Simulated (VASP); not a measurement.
Wanted: the native input for a VASP 6.6.1 run.

```yaml
Task: relaxation of cell and atoms
Functional: PBEsol
Potentials_or_basis: VASP PAW PBE potentials, release 64 (Cu)
Cutoff: 600 eV
k_mesh: 22 × 22 × 22
Occupations: fermi-dirac, width 0.08 eV
Spin: no spin polarisation
Target_pressure: 290 GPa
Dipole_correction: no
Further_INCAR_settings: ALGO = Normal; EDIFF = 1e-06; IBRION = 2; EDIFFG = -0.005; NSW = 60; ISIF = 3
```

The structure of Cu lies in POSCAR:

```
Cu
1.0
    0.0000000000      1.5083876701      1.5083876701
    1.5083876701      0.0000000000      1.5083876701
    1.5083876701      1.5083876701      0.0000000000
Cu
1
Direct
    0.0000000000      0.0000000000      0.0000000000
```

One way to write it, as run:

INCAR

```
PREC = Accurate
ENCUT = 600
EDIFF = 1E-6
ISMEAR = -1
SIGMA = 0.08
LREAL = False
LASPH = True
NELM = 60
ALGO = Normal
ISIF = 3
LWAVE = False
LCHARG = False
GGA = PS
IBRION = 2
NSW = 60
EDIFFG = -0.005
PSTRESS = 2900.0
```

KPOINTS

```
regular mesh
0
Gamma
  22 22 22
```

Potentials or basis: VASP PAW PBE potentials, release 64 (Cu).

Launch:

```console
$ cat potpaw_PBE.64/Cu/POTCAR > POTCAR
$ mpirun -np 1 vasp_std > vasp.out
```

Results of the run:

The relaxed volume is 6.86 Å³/atom. The relaxed cell is a = 2.133 Å, b = 2.133 Å, c = 2.133 Å, α = 60.00°, β = 60.00°, γ = 60.00°, the space group after relaxing (to 0.05 Å) is Fm-3m (No. 225) and the energy change on relaxing (the enthalpy is what falls) is +2.8 meV/atom. The ionic steps are 7. The pressure after relaxing is 290.0 GPa.

Caveat: the cell is relaxed towards a set pressure, so the enthalpy falls and the energy may rise; the PAW data sets were made with another functional, which shifts forces and pressure a little.

Wall time 45 s on 1 thread of Intel Xeon 6975P-C, with other jobs on the host, peak memory 0.15 GiB.
